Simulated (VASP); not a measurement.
# TiAl3 (Pm-3m) in VASP: relaxation of cell and atoms with r2SCAN

Aim: the relaxation of cell and atoms of TiAl3 with r2SCAN.

Everything below comes from runs of VASP 6.6.1. Logs are shortened: lines on timing, memory, paths and dates and some standing lists are left out, and cuts for length are marked.

### Step 1. The cell of the first run

It takes space group Pm-3m (No. 221, cubic). Conventional cell: a = 3.956 Å, b = 3.956 Å, c = 3.956 Å, α = 90.00°, β = 90.00°, γ = 90.00°. Ti (site symmetry m-3m) has 12 Al at 2.80 Å within 3.7 Å. Al (site symmetry 4/mmm) has 4 Ti at 2.80 Å and 8 Al at 2.80 Å within 3.7 Å.

### Step 2. Relaxation of cell and atoms, r2SCAN

POSCAR

```
TiAl3
1.0
    3.9556712500      0.0000000000      0.0000000000
    0.0000000000      3.9556712500      0.0000000000
    0.0000000000      0.0000000000      3.9556712500
Ti Al
1 3
Direct
    0.0000000000      0.0000000000      0.0000000000
    0.5000000000      0.5000000000      0.0000000000
    0.5000000000      0.0000000000      0.5000000000
    0.0000000000      0.5000000000      0.5000000000
```

INCAR.step1

```
SYSTEM = TiAl3
PREC = Accurate ; ENCUT = 600
ISMEAR = 0 ; SIGMA = 0.1
LREAL = .False. ; LASPH = .True.
NELM = 60 ; GGA = PE
ALGO = Normal ; EDIFF = 1E-4
LWAVE = .True. ; LCHARG = .False.
```

INCAR.step2

```
SYSTEM = TiAl3
PREC = Accurate ; ENCUT = 600
EDIFF = 1E-7 ; ISMEAR = 0
SIGMA = 0.1 ; LREAL = .False.
LASPH = .True. ; NELM = 60
ALGO = Normal ; ISIF = 3
LWAVE = .False. ; LCHARG = .False.
METAGGA = R2SCAN ; LMIXTAU = .True.
IBRION = 2 ; NSW = 100
EDIFFG = -0.005 ; ISTART = 1
```

KPOINTS

```
regular mesh
0
Gamma
  10 10 10
  0 0 0
```

Potentials or basis: VASP PAW PBE potentials, release 64 (Ti_sv, Al).

Launch:

```console
cat potpaw_PBE.64/Ti_sv/POTCAR potpaw_PBE.64/Al/POTCAR > POTCAR
cp INCAR.step1 INCAR
mpirun -np 1 vasp_std > vasp.out
cp INCAR.step2 INCAR
mpirun -np 1 vasp_std > vasp.out
```

OUTCAR:

```text
SYSTEM = TiAl3
   PREC = Accurate
   ENCUT = 600
   EDIFF = 1E-7
   ISMEAR = 0
   LREAL = .False.
   LASPH = .True.
   NELM = 60
   ISIF = 3
   METAGGA = R2SCAN
   IBRION = 2
   NSW = 100
   EDIFFG = -0.005
   ISTART = 1

 ion  position               nearest neighbor table
   1  0.000  0.000  0.000-   2 2.80   3 2.80   4 2.80   3 2.80   4 2.80   2 2.80   4 2.80   4 2.80
                             2 2.80   3 2.80   3 2.80   2 2.80
   2  0.500  0.500  0.000-   1 2.80   3 2.80   4 2.80   3 2.80   4 2.80   1 2.80   3 2.80   3 2.80
                             1 2.80   4 2.80   4 2.80   1 2.80
   3  0.500  0.000  0.500-   1 2.80   2 2.80   4 2.80   1 2.80   2 2.80   2 2.80   4 2.80   2 2.80
                             1 2.80   4 2.80   1 2.80   4 2.80
   4  0.000  0.500  0.500-   1 2.80   2 2.80   3 2.80   1 2.80   2 2.80   1 2.80   3 2.80   1 2.80
                             2 2.80   3 2.80   2 2.80   3 2.80

  LATTYP: Found a simple cubic cell.
 ALAT       =     3.9556712500

  Lattice vectors:

 A1 = (   3.9556712500,   0.0000000000,   0.0000000000)
 A2 = (   0.0000000000,   3.9556712500,   0.0000000000)
 A3 = (   0.0000000000,   0.0000000000,   3.9556712500)

Analysis of symmetry for initial positions (statically):
=====================================================================
 Subroutine PRICEL returns:
 Original cell was already a primitive cell.

 Routine SETGRP: Setting up the symmetry group for a
 simple cubic supercell.

 Subroutine GETGRP returns: Found 48 space group operations
 (whereof 48 operations were pure point group operations)
 out of a pool of 48 trial point group operations.

The static configuration has the point symmetry O_h .

Analysis of symmetry for dynamics (positions and initial velocities):
=====================================================================
 Subroutine PRICEL returns:
 Original cell was already a primitive cell.

 Routine SETGRP: Setting up the symmetry group for a
 simple cubic supercell.

 Subroutine GETGRP returns: Found 48 space group operations
 (whereof 48 operations were pure point group operations)
 out of a pool of 48 trial point group operations.

The dynamic configuration has the point symmetry O_h .

 Subroutine INISYM returns: Found 48 space group operations
 (whereof 48 operations are pure point group operations),
 and found     1 'primitive' translations

----------------------------------------------------------------------------------------

                                     Primitive cell

  volume of cell :      61.8957

  direct lattice vectors                    reciprocal lattice vectors
     3.955671250  0.000000000  0.000000000     0.252801595  0.000000000  0.000000000
     0.000000000  3.955671250  0.000000000     0.000000000  0.252801595  0.000000000
     0.000000000  0.000000000  3.955671250     0.000000000  0.000000000  0.252801595

  length of vectors
     3.955671250  3.955671250  3.955671250     0.252801595  0.252801595  0.252801595

  position of ions in fractional coordinates (direct lattice)
     0.000000000  0.000000000  0.000000000
     0.500000000  0.500000000  0.000000000
     0.500000000  0.000000000  0.500000000
     0.000000000  0.500000000  0.500000000

  ion indices of the primitive-cell ions
   primitive index   ion index
                 1           1
                 2           2
                 3           3
                 4           4

----------------------------------------------------------------------------------------

 KPOINTS: regular mesh

Automatic generation of k-mesh.
 Grid dimensions read from file:
 generate k-points for:   10   10   10

 Generating k-lattice:

  Cartesian coordinates                     Fractional coordinates (reciprocal lattice)
     0.025280159  0.000000000  0.000000000     0.100000000  0.000000000  0.000000000
     0.000000000  0.025280159  0.000000000     0.000000000  0.100000000  0.000000000
     0.000000000  0.000000000  0.025280159     0.000000000  0.000000000  0.100000000

  Length of vectors
     0.025280159  0.025280159  0.025280159

  Shift w.r.t. Gamma in fractional coordinates (k-lattice)
     0.000000000  0.000000000  0.000000000

 Subroutine IBZKPT returns following result:
 ===========================================

 Found     56 irreducible k-points:

 Following reciprocal coordinates:
            Coordinates               Weight
  0.000000  0.000000  0.000000      1.000000
  0.100000  0.000000  0.000000      6.000000
  0.200000  0.000000  0.000000      6.000000
  0.300000  0.000000  0.000000      6.000000
  0.400000  0.000000  0.000000      6.000000
  0.500000  0.000000  0.000000      3.000000
[... 16 lines left out ...]
  0.200000  0.100000  0.100000     24.000000
  0.300000  0.100000  0.100000     24.000000
 [... further k-points ...]
   k-points           NKPTS =     56   k-points in BZ     NKDIM =     56   number of bands    NBANDS=     14
   number of dos      NEDOS =    301   number of ions     NIONS =      4
   total plane-waves  NPLWV =  32768
   dimension x,y,z NGX =    32 NGY =   32 NGZ =   32
   dimension x,y,z NGXF=    64 NGYF=   64 NGZF=   64
   ions per type =               1   3
   NGX,Y,Z   is equivalent  to a cutoff of  13.45, 13.45, 13.45 a.u.
   NGXF,Y,Z  is equivalent  to a cutoff of  26.90, 26.90, 26.90 a.u.
 SYSTEM =  TiAl3
   PREC   = accura    normal or accurate (medium, high low for compatibility)
   ISTART =      1    job   : 0-new  1-cont  2-samecut
   ICHARG =      0    charge: 1-file 2-atom 10-const
   ISPIN  =      1    spin polarized calculation?
   LNONCOLLINEAR =      F non collinear calculations
   LSORBIT =      F    spin-orbit coupling
   LASPH  =      T    aspherical Exc in radial PAW
   ENCUT  =  600.0 eV  44.10 Ry    6.64 a.u.   7.90  7.90  7.90*2*pi/ulx,y,z
   NELM   =     60;   NELMIN=  2; NELMDL=  0     # of ELM steps
   EDIFF  = 0.1E-06   stopping-criterion for ELM
   LREAL  =      F    real-space projection
   EDIFFG = -.5E-02   stopping-criterion for IOM
   NSW    =    100    number of steps for IOM
   IBRION =      2    ionic relax: 0-MD 1-quasi-New 2-CG
   NFREE  =      1    steps in history (QN), initial steepest desc. (CG)
   ISIF   =      3    stress and relaxation
   ISYM   =      2    0-nonsym 1-usesym 2-fastsym
   POTIM  = 0.5000    time-step for ionic-motion
   TEBEG  =    0.0;   TEEND  =   0.0 temperature during run
   PSTRESS=    0.0 pullay stress
   NELECT =      21.0000    total number of electrons
   NUPDOWN=      -1.0000    fix difference up-down
   EMIN   =  10.00;   EMAX   =-10.00  energy-range for DOS
   EFERMI =   0.00;   METHOD = LEGACY
   ISMEAR =     0;   SIGMA  =   0.10  broadening in eV -4-tet -1-fermi 0-gaus
   EFERMI_NEDOS =   21; number of points for ismear=-14 and -15
   IALGO  =     38    algorithm
   IMIX   =      4    mixing-type and parameters
     AMIX     =   0.40;   BMIX     =  1.00
     AMIX_MAG =   1.60;   BMIX_MAG =  1.00
  volume/ion in A,a.u.               =      15.47       104.42
  Fermi-wavevector in a.u.,A,eV,Ry     =   1.141811  2.157711 17.738371  1.303733
  Thomas-Fermi vector in A             =   2.278511
   LORBIT       =      0    0 simple, 1 ext, 2 COOP (PROOUT), +10 PAW based schemes
   METAGGA = R2SCAN    functional components
   LHFCALC =     F    Hartree Fock is set to
   AEXX    =    0.0000 exact exchange contribution
   IVDW    =     0    specifies the selected vdW correction
   LEPSILON=     F    determine dielectric tensor
   LRPA    =     F    only Hartree local field effects (RPA)
 conjugate gradient relaxation of ions
 non-spin polarized calculation
 Gauss-broadening in eV      SIGMA  =   0.10
  energy-cutoff  :      600.00
  volume of cell :       61.90
 maximum number of plane-waves:      2103
 NGX is ok and might be reduce to    32
   NGX = 15   NGY = 15   NGZ = 15

--------------------------------------- Ionic step        1  -------------------------------------------

 number of electron      20.9999993 magnetization

 Free energy of the ion-electron system (eV)
  ---------------------------------------------------
  ext. energy  EPLUGINS =         0.00000000
  ---------------------------------------------------
  free energy    TOTEN  =       -34.82275143 eV

  energy without entropy =      -34.81303343  energy(sigma->0) =      -34.81789243

------------------------ aborting loop because EDIFF is reached ----------------------------------------

  FORCE on cell =-STRESS in cart. coord.  units (eV):
  Direction    XX          YY          ZZ          XY          YZ          ZX
  --------------------------------------------------------------------------------------
  -------------------------------------------------------------------------------------
  Total       -0.0448746     -0.0448746     -0.0448746     -0.0000000     -0.0000000      0.0000000
  in kB       -1.1615847     -1.1615847     -1.1615847     -0.0000000     -0.0000000      0.0000000
  external PRESSURE =      -1.1615847 kB  Pullay stress =       0.0000000 kB
[... 61 lines left out ...]
  energy  without entropy=      -34.8130766199  energy(sigma->0) =      -34.81792151

--------------------------------------- Ionic step        3  -------------------------------------------

 number of electron      20.9999993 magnetization

 Free energy of the ion-electron system (eV)
  ---------------------------------------------------
  ext. energy  EPLUGINS =         0.00000000
  ---------------------------------------------------
  free energy    TOTEN  =       -34.82277500 eV

  energy without entropy =      -34.81307447  energy(sigma->0) =      -34.81792473

 E-fermi :   9.2016     XC(G=0): -11.5946

 val. band max:        9.1577003060   @ k =   0.4000   0.4000   0.1000
 cond. band min:       9.2056481632   @ k =   0.2000   0.1000   0.0000
 fundamental gap:      0.0479478572
 Fermi energy:         9.2015598366

 k-point     1 :       0.0000    0.0000    0.0000
  band No.  band energies     occupation
      1     -50.1536      2.00000
      2     -25.4205      2.00000
      3     -25.4205      2.00000
      4     -25.4205      2.00000
      5      -2.3228      2.00000
      6       5.9670      2.00000
      7       5.9670      2.00000
      8       6.7831      2.00000
      9       6.7831      2.00000
     10       6.7831      2.00000
     11       9.3141      0.11137
     12       9.3141      0.11136
     13       9.3141      0.11134
     14       9.8316      0.00000
[... 375 lines left out ...]
 k-point    24 :       0.3000    0.1000    0.1000
  band No.  band energies     occupation
      1     -50.1528      2.00000
      2     -25.4346      2.00000
      3     -25.4215      2.00000
      4     -25.4213      2.00000
      5      -1.2204      2.00000
      6       2.7018      2.00000
      7       5.5828      2.00000
      8       6.1035      2.00000
      9       7.2280      2.00000
     10       8.5986      2.00000
     11       9.1024      1.83920
     12       9.7178      0.00000
     13      10.0893      0.00000
     14      11.6239      0.00000

 [... further k-points ...]

------------------------ aborting loop because EDIFF is reached ----------------------------------------

  FORCE on cell =-STRESS in cart. coord.  units (eV):
  Direction    XX          YY          ZZ          XY          YZ          ZX
  --------------------------------------------------------------------------------------
  -------------------------------------------------------------------------------------
  Total        0.0019249      0.0019249      0.0019249     -0.0000000     -0.0000000      0.0000000
  in kB        0.0498784      0.0498784      0.0498784     -0.0000000     -0.0000000      0.0000000
  external PRESSURE =       0.0498784 kB  Pullay stress =       0.0000000 kB
[... 19 lines left out ...]
  FREE ENERGIE OF THE ION-ELECTRON SYSTEM (eV)
  ---------------------------------------------------
  free  energy   TOTEN  =       -34.8227749992 eV

  energy  without entropy=      -34.8130744703  energy(sigma->0) =      -34.81792473

 reached required accuracy - stopping structural energy minimisation
```

Run time: 2.1 min. Hardware: 1 thread of Intel Xeon 6975P-C (Granite Rapids), shared host; peak memory 0.23 GiB.

Results:

```
Free energy                           : -34.8228 eV
Relaxed volume                        : 15.46 Å³/atom
Relaxed cell                          : a = 3.954 Å, b = 3.954 Å, c = 3.954 Å, α = 90.00°, β = 90.00°, γ = 90.00°
Space group after relaxing (to 0.1 Å) : Pm-3m (No. 221)
Energy gained by relaxing             : 0.0 meV/atom
Ionic steps                           : 3
Pressure after relaxing               : 0.0 GPa
Band gap on the k mesh                : zero (an odd number of electrons rules out a gap without spin polarisation)
```

Final structure:
```
Ti Al
1.0
     3.95432    0.00000    0.00000
     0.00000    3.95432    0.00000
     0.00000    0.00000    3.95432
Ti Al
1 3
Direct
  0.00000 0.00000 0.00000
  0.50000 0.50000 0.00000
  0.50000 0.00000 0.50000
  0.00000 0.50000 0.50000
```

Caveat: the PAW data sets were made with another functional, which shifts forces and pressure a little.

The gap in the log of VASP goes by the Fermi energy; the results here count the filled bands.